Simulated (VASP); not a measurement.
# InF (zincblende type) (F-43m) in VASP: notebook, part 2 of 4

VASP 6.6.1.

## Step 3: Electric field gradients, PBE

This run uses another cell than the first one, of 27.12 Å³/atom, 0.943 times its volume.

The input, INCAR:

```
PREC = Accurate ; ENCUT = 520
EDIFF = 1E-8 ; ISMEAR = -1
SIGMA = 0.05 ; LREAL = False
LASPH = True ; NELM = 100
ALGO = Normal ; ISIF = 2
LWAVE = False ; LCHARG = False
GGA = PE ; LEFG = True
NBANDS = 17
```

The input, KPOINTS:

```
Automatic mesh
0
Gamma
  16 16 16
```

The input, POSCAR:

```
InF
1.0
    0.0000000000      3.0044857676      3.0044857676
    3.0044857676      0.0000000000      3.0044857676
    3.0044857676      3.0044857676      0.0000000000
In F
1 1
Direct
    0.0000000000      0.0000000000      0.0000000000
    0.2500000000      0.2500000000      0.2500000000
```

Potentials or basis: VASP PAW PBE potentials, release 64 (In_d, F).

On the command line:

```
$ cat potpaw_PBE.64/In_d/POTCAR potpaw_PBE.64/F/POTCAR > POTCAR
$ mpirun -np 1 vasp_std > vasp.out
```

OUTCAR:

```text
PREC = Accurate
   ENCUT = 520
   EDIFF = 1E-8
   ISMEAR = -1
   LREAL = False
   LASPH = True
   NELM = 100
   ISIF = 2
   GGA = PE

 ion  position               nearest neighbor table
   1  0.000  0.000  0.000-   2 2.60   2 2.60   2 2.60   2 2.60
   2  0.250  0.250  0.250-   1 2.60   1 2.60   1 2.60   1 2.60

  LATTYP: Found a face centered cubic cell.
 ALAT       =     6.0089715352

  Lattice vectors:

 A1 = (   0.0000000000,   3.0044857676,   3.0044857676)
 A2 = (   3.0044857676,   0.0000000000,   3.0044857676)
 A3 = (   3.0044857676,   3.0044857676,   0.0000000000)

Analysis of symmetry for initial positions (statically):
=====================================================================
 Subroutine PRICEL returns:
 Original cell was already a primitive cell.

 Routine SETGRP: Setting up the symmetry group for a
 face centered cubic supercell.

 Subroutine GETGRP returns: Found 24 space group operations
 (whereof 24 operations were pure point group operations)
 out of a pool of 48 trial point group operations.

The static configuration has the point symmetry T_d .

Analysis of symmetry for dynamics (positions and initial velocities):
=====================================================================
 Subroutine PRICEL returns:
 Original cell was already a primitive cell.

 Routine SETGRP: Setting up the symmetry group for a
 face centered cubic supercell.

 Subroutine GETGRP returns: Found 24 space group operations
 (whereof 24 operations were pure point group operations)
 out of a pool of 48 trial point group operations.

The dynamic configuration has the point symmetry T_d .

 Subroutine INISYM returns: Found 24 space group operations
 (whereof 24 operations are pure point group operations),
 and found     1 'primitive' translations

----------------------------------------------------------------------------------------

                                     Primitive cell

  volume of cell :      54.2426

  direct lattice vectors                    reciprocal lattice vectors
     0.000000000  3.004485768  3.004485768    -0.166417829  0.166417829  0.166417829
     3.004485768  0.000000000  3.004485768     0.166417829 -0.166417829  0.166417829
     3.004485768  3.004485768  0.000000000     0.166417829  0.166417829 -0.166417829

  length of vectors
     4.248984520  4.248984520  4.248984520     0.288244136  0.288244136  0.288244136

  position of ions in fractional coordinates (direct lattice)
     0.000000000  0.000000000  0.000000000
     0.250000000  0.250000000  0.250000000

  ion indices of the primitive-cell ions
   primitive index   ion index
                 1           1
                 2           2

----------------------------------------------------------------------------------------

 KPOINTS: Automatic mesh

Automatic generation of k-mesh.
 Grid dimensions read from file:
 generate k-points for:   16   16   16

[... 62 lines left out ...]
   NELM   =    100;   NELMIN=  2; NELMDL= -5     # of ELM steps
   EDIFF  = 0.1E-07   stopping-criterion for ELM
   LREAL  =      F    real-space projection
   EDIFFG = 0.1E-06   stopping-criterion for IOM
   NSW    =      0    number of steps for IOM
   IBRION =     -1    ionic relax: 0-MD 1-quasi-New 2-CG
   NFREE  =      0    steps in history (QN), initial steepest desc. (CG)
   ISIF   =      2    stress and relaxation
   ISYM   =      2    0-nonsym 1-usesym 2-fastsym
   POTIM  = 0.5000    time-step for ionic-motion
   TEBEG  =    0.0;   TEEND  =   0.0 temperature during run
   PSTRESS=    0.0 pullay stress
   NELECT =      20.0000    total number of electrons
   NUPDOWN=      -1.0000    fix difference up-down
   EMIN   =  10.00;   EMAX   =-10.00  energy-range for DOS
   EFERMI =   0.00;   METHOD = LEGACY
   ISMEAR =    -1;   SIGMA  =   0.05  broadening in eV -4-tet -1-fermi 0-gaus
   EFERMI_NEDOS =   21; number of points for ismear=-14 and -15
   IALGO  =     38    algorithm
   IMIX   =      4    mixing-type and parameters
     AMIX     =   0.40;   BMIX     =  1.00
     AMIX_MAG =   1.60;   BMIX_MAG =  1.00
  volume/ion in A,a.u.               =      27.12       183.02
  Fermi-wavevector in a.u.,A,eV,Ry     =   1.173919  2.218385 18.749986  1.378085
  Thomas-Fermi vector in A             =   2.310324
   LORBIT       =      0    0 simple, 1 ext, 2 COOP (PROOUT), +10 PAW based schemes
   GGA     = PE    functional components
   LHFCALC =     F    Hartree Fock is set to
   AEXX    =    0.0000 exact exchange contribution
   IVDW    =     0    specifies the selected vdW correction
   LEPSILON=     F    determine dielectric tensor
   LRPA    =     F    only Hartree local field effects (RPA)
 non-spin polarized calculation
  energy-cutoff  :      520.00
  volume of cell :       54.24
 maximum number of plane-waves:      1476
   NGX = 15   NGY = 15   NGZ = 15

 number of electron      20.0000009 magnetization

 Free energy of the ion-electron system (eV)
  ---------------------------------------------------
  ext. energy  EPLUGINS =         0.00000000
  ---------------------------------------------------
  free energy    TOTEN  =        -7.43834246 eV

  energy without entropy =       -7.43834246  energy(sigma->0) =       -7.43834246

 E-fermi :   2.5994     XC(G=0):  -7.8421

 val. band max:        1.6059760899   @ k =   0.5000   0.5000   0.0000
 cond. band min:       3.4497853165   @ k =   0.5000   0.5000   0.0000
 fundamental gap:      1.8438092267
 Fermi energy:         2.5993579977

 k-point     1 :       0.0000    0.0000    0.0000
  band No.  band energies     occupation
      1     -20.2957      2.00000
      2     -11.6963      2.00000
      3     -11.6963      2.00000
      4     -11.6963      2.00000
      5     -11.6591      2.00000
      6     -11.6591      2.00000
[... 457 lines left out ...]
      4     -11.6902      2.00000
      5     -11.6599      2.00000
      6     -11.6583      2.00000
[... 9 lines left out ...]
     16      13.3472      0.00000
     17      14.0567      0.00000

 [... further k-points ...]
[... 5 lines left out ...]
  --------------------------------------------------------------------------------------
  -------------------------------------------------------------------------------------
  Total       -0.0384364     -0.0384364     -0.0384364     -0.0000000     -0.0000000      0.0000000
  in kB       -1.1353053     -1.1353053     -1.1353053     -0.0000000     -0.0000000      0.0000000
  external PRESSURE =      -1.1353053 kB  Pullay stress =       0.0000000 kB

 VOLUME and BASIS-vectors are now :
 -----------------------------------------------------------------------------
  energy-cutoff  :      520.00
  volume of cell :       54.24
      direct lattice vectors                 reciprocal lattice vectors
     0.000000000  3.004485768  3.004485768    -0.166417829  0.166417829  0.166417829
     3.004485768  0.000000000  3.004485768     0.166417829 -0.166417829  0.166417829
     3.004485768  3.004485768  0.000000000     0.166417829  0.166417829 -0.166417829

 POSITION                                       TOTAL-FORCE (eV/Angst)
 -----------------------------------------------------------------------------------
      0.00000      0.00000      0.00000         0.000000     -0.000000     -0.000000
      1.50224      1.50224      1.50224        -0.000000      0.000000      0.000000
 -----------------------------------------------------------------------------------
    total drift:                               -0.000000     -0.000000     -0.000000

  FREE ENERGIE OF THE ION-ELECTRON SYSTEM (eV)
  ---------------------------------------------------
  free  energy   TOTEN  =        -7.4383424567 eV

  energy  without entropy=       -7.4383424563  energy(sigma->0) =       -7.43834246

 Electric field gradients (V/A^2)
---------------------------------------------------------------------
 ion       V_xx      V_yy      V_zz      V_xy      V_xz      V_yz
---------------------------------------------------------------------
   1      -0.000     0.000     0.000     0.001     0.001     0.001
   2      -0.000     0.000    -0.000     0.005     0.005     0.005
---------------------------------------------------------------------

 Electric field gradients after diagonalization (V/A^2)
 (convention: |V_zz| > |V_xx| > |V_yy|)
----------------------------------------------------------------------
 ion       V_xx      V_yy      V_zz     asymmetry (V_yy - V_xx)/ V_zz
----------------------------------------------------------------------
   1      -0.001    -0.001     0.001       0.000
   2      -0.005    -0.005     0.009       0.000
----------------------------------------------------------------------

           NMR quadrupolar parameters

 Cq : quadrupolar parameter    Cq=e*Q*V_zz/h
 eta: asymmetry parameters     (V_yy - V_xx)/ V_zz
 Q  : nuclear electric quadrupole moment in mb (millibarn)
----------------------------------------------------------------------
 ion       Cq(MHz)       eta       Q (mb)
----------------------------------------------------------------------
   1       0.000       0.000       1.000
   2       0.000       0.000       1.000
----------------------------------------------------------------------
```

stdout:

```text
POSCAR found type information on POSCAR InF
 POSCAR found :  2 types and       2 ions
 scaLAPACK will be used
 LDA part: xc-table for (Slater+PW92), standard interpolation
 POSCAR, INCAR and KPOINTS ok, starting setup
 FFT: planning ... GRIDC
 FFT: planning ... GRID_SOFT
 FFT: planning ... GRID
 WAVECAR not read
 entering main loop
ion   1

ion   2
```

Wall time 99 s (1 thread of Intel Xeon Platinum 8259CL at 2.50GHz (Skylake/Cascade Lake), shared host); peak memory 0.27 GiB.

What came out:

| Item | Value |
| --- | --- |
| Free energy | -7.4383 eV |
| Pressure | -0.1 GPa |
| Band gap on the k mesh | 1.84 eV, direct |

Caveat: without QUAD_EFG the Cq values of the log hold for a quadrupole moment of 1 mb, not for the nuclei; spin-orbit coupling is left out, which moves the levels of the heavy elements. A k mesh can miss the band edges.

(Part 2 of 4 ends here.)
